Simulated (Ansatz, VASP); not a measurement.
WS2: VASP beside Ansatz

File INCAR:

```
SYSTEM = WS2
ALGO = Normal
EDIFF = 1E-6
ENCUT = 500
GGA = PE
GGA_COMPAT = .False.
ISIF = 2
ISMEAR = -1
LASPH = .True.
LCHARG = .False.
LREAL = .False.
LWAVE = .False.
NBANDS = 20
NELM = 120
PREC = Accurate
SIGMA = 0.04
```

Contents of KPOINTS:

```
k-points
0
Gamma
  4 4 4
  0 0 0
```

POSCAR

```
WS2
1.0
    1.5790000000      0.9116360751      6.1633333333
   -1.5790000000      0.9116360751      6.1633333333
    0.0000000000     -1.8232721501      6.1633333333
W S
1 2
Direct
    0.0000000000      0.0000000000      0.0000000000
    0.5810000000      0.5810000000      0.5810000000
    0.7503000000      0.7503000000      0.7503000000
```

File input.yaml:

```yaml
crystal:
  lattice:
    - [1.579, 0.9116360751, 6.1633333333]
    - [-1.579, 0.9116360751, 6.1633333333]
    - [0.0, -1.8232721501, 6.1633333333]
  atoms:
    - { symbol: W, position: [0.0, 0.0, 0.0] }
    - { symbol: S, position: [0.581, 0.581, 0.581] }
    - { symbol: S, position: [0.7503, 0.7503, 0.7503] }
kpoints:
  mp_grid: { grid: [4, 4, 4] }
scf:
  occupations: { method: fermi_dirac, width: 0.04 }
hamiltonian:
  xc: pbe
  pseudopotentials: { kind: all_electron, lapw: { basis_error: 0.002 } }
output:
  forces: true
  stress: true
  eigenvalues: true
```

Alike in both runs: task single point; functional PBE; k mesh 4 × 4 × 4; occupations fermi-dirac, width 0.04 eV; no spin polarisation.

```csv
,VASP,Ansatz
version,VASP 6.6.1,Ansatz 0.2.0
potentials or method,"VASP PAW PBE potentials, release 64 (W_sv, S), cutoff 500 eV","all-electron LAPW, scalar-relativistic"
```

Ansatz gave:

* gap on the k mesh at the Fermi level (eV): 1.36
* least direct gap on the mesh (eV): 2.29
* pressure (GPa): 4.2
* traceless stress, the component that is largest in VASP (GPa): 0.25
* rms of the force components (eV/Å): 0.254

**Question.** Which values does VASP return?

**Answer.** gap on the k mesh at the Fermi level (eV): 1.38; least direct gap on the mesh (eV): 2.30; pressure (GPa): 4.1; traceless stress, the component that is largest in VASP (GPa): 0.24; rms of the force components (eV/Å): 0.254.

Atom by atom the forces differ by 0.001 eV/Å (rms over components). Ansatz ran all-electron here, and VASP with PAW potentials.

The k mesh is coarse, so the values compare programs but aren't converged. Spin-orbit coupling is off throughout.
